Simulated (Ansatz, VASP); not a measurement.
AlN in VASP and in Ansatz

The input INCAR:

```
SYSTEM = AlN
PREC     = Accurate       ! precision mode
ENCUT    = 520            ! plane-wave cutoff, eV
EDIFF    = 1E-7           ! SCF threshold, eV
ISMEAR   = 0              ! smearing method
SIGMA    = 0.05           ! smearing width, eV
LREAL    = .False.        ! projectors in reciprocal space
LASPH    = .True.         ! aspherical terms in the spheres
NELM     = 60             ! most SCF steps
ALGO     = Normal         ! electronic algorithm
ISIF     = 2              ! what is computed and relaxed
LWAVE    = .False.        ! write WAVECAR
LCHARG   = .False.        ! write CHGCAR
GGA      = CA             ! functional
NBANDS   = 16             ! bands
```

KPOINTS

```
Automatic mesh
0
Gamma
  9 9 6
  0 0 0
```

Contents of POSCAR:

```
AlN
1.0
    3.3512254781      0.0000000000      0.0000000000
   -1.6756127390      2.9022463978      0.0000000000
    0.0000000000      0.0000000000      4.2899103548
Al N
2 2
Direct
    0.3333333333      0.6666666667      0.0000000000
    0.6666666667      0.3333333333      0.5000000000
    0.3333333333      0.6666666667      0.3850000000
    0.6666666667      0.3333333333      0.8850000000
```

Input for Ansatz:

```yaml
crystal:
  lattice:
    - [3.3512254781, 0.0, 0.0]
    - [-1.675612739, 2.9022463978, 0.0]
    - [0.0, 0.0, 4.2899103548]
  atoms:
    - { symbol: Al, position: [0.3333333333, 0.6666666667, 0.0] }
    - { symbol: Al, position: [0.6666666667, 0.3333333333, 0.5] }
    - { symbol: "N", position: [0.3333333333, 0.6666666667, 0.385] }
    - { symbol: "N", position: [0.6666666667, 0.3333333333, 0.885] }
basis:
  ecutwfc: 420
kpoints:
  mp_grid: { grid: [9, 9, 6] }
hamiltonian:
  xc: lda
scf:
  occupations: { method: gaussian, width: 0.05 }
output:
  forces: true
  stress: true
  eigenvalues: true
```

Alike in both runs: task single point; functional LDA; k mesh 9 × 9 × 6; occupations gaussian, width 0.05 eV; no spin polarisation.

|  | VASP | Ansatz |
| --- | --- | --- |
| version | VASP 6.6.1 | Ansatz 0.2.0 |
| potentials or method | VASP PAW LDA potentials, release 64 (Al, N), cutoff 520 eV | scalar-relativistic, plane waves, PAW |
| valence electrons in the cell | 16 | 16 |

|  | VASP | Ansatz | Ansatz less VASP |
| --- | --- | --- | --- |
| gap on the k mesh at the Fermi level (eV) | 3.74 | 3.75 | +0.009 |
| least direct gap on the mesh (eV) | 3.74 | 3.75 | +0.011 |
| pressure (GPa) | 7.0 | 6.1 | -0.88 |
| traceless stress, the component that is largest in VASP (GPa) | 63.24 | 61.89 | -1.349 |
| rms of the force components (eV/Å) | 3.120 | 3.030 | -0.0900 |

LDA's correlation is that of Perdew and Zunger in VASP and of Perdew and Wang (1992) in Ansatz. Atom by atom the forces differ by 0.090 eV/Å (rms over components).
